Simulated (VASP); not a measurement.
Set up this calculation in VASP 6.6.1, as the native input.

* Task: relaxation of cell and atoms
* Functional: PBEsol
* Potentials or basis: VASP PAW PBE potentials, release 64 (Cu, Al)
* Cutoff: 600 eV
* k mesh: 9 × 9 × 9
* Occupations: fermi-dirac, width 0.05 eV
* Spin: no spin polarisation
* Target pressure: 5 GPa
* Dipole correction: no
* Further INCAR settings: ALGO = Normal; EDIFF = 1e-07; IBRION = 2; EDIFFG = -0.005; NSW = 80; ISIF = 3

The structure of Al2Cu lies in POSCAR:

```
Al2Cu
1.0
   -2.0303375000      2.0303375000      2.8510940000
    2.0303375000     -2.0303375000      2.8510940000
    2.0303375000      2.0303375000     -2.8510940000
Cu Al
1 2
Direct
    0.5000000000      0.5000000000      0.0000000000
    0.2500000000      0.7500000000      0.5000000000
    0.7500000000      0.2500000000      0.5000000000
```

These files were run (other wordings do the same):

INCAR

```
  ALGO = Normal
  EDIFF = 1E-7
  EDIFFG = -0.005
  ENCUT = 600
  GGA = PS
  IBRION = 2
  ISIF = 3
  ISMEAR = -1
  LASPH = True
  LCHARG = False
  LREAL = False
  LWAVE = False
  NELM = 60
  NSW = 80
  PREC = Accurate
  PSTRESS = 50.0
  SIGMA = 0.05
```

KPOINTS

```
k-points
0
Gamma
  9 9 9
```

Potentials or basis: VASP PAW PBE potentials, release 64 (Cu, Al).

Launch:

```bash
$ cat potpaw_PBE.64/Cu/POTCAR potpaw_PBE.64/Al/POTCAR > POTCAR
$ mpirun -np 1 vasp_std > vasp.out
```

Results of the run:

The relaxed volume is 15.03 Å³/atom. The relaxed cell is a = 3.993 Å, b = 3.993 Å, c = 3.993 Å, α = 119.89°, β = 119.89°, γ = 90.19° and the space group after relaxing (to 0.1 Å) is Fm-3m (No. 225). The energy change on relaxing (the run minimises the enthalpy) is +10.0 meV/atom. The ionic steps are 9, the pressure after relaxing is 5.0 GPa and the band gap on the k mesh is zero (an odd number of electrons rules out a gap without spin polarisation).

Caveat: the cell is relaxed towards a set pressure, so the run minimises the enthalpy, not the energy; the PAW data sets were made with another functional, which shifts forces and pressure a little.

It took 91 s on 1 thread of Intel(R) Xeon(R) 6975P-C (Granite Rapids) (shared host), peak memory 0.22 GiB.
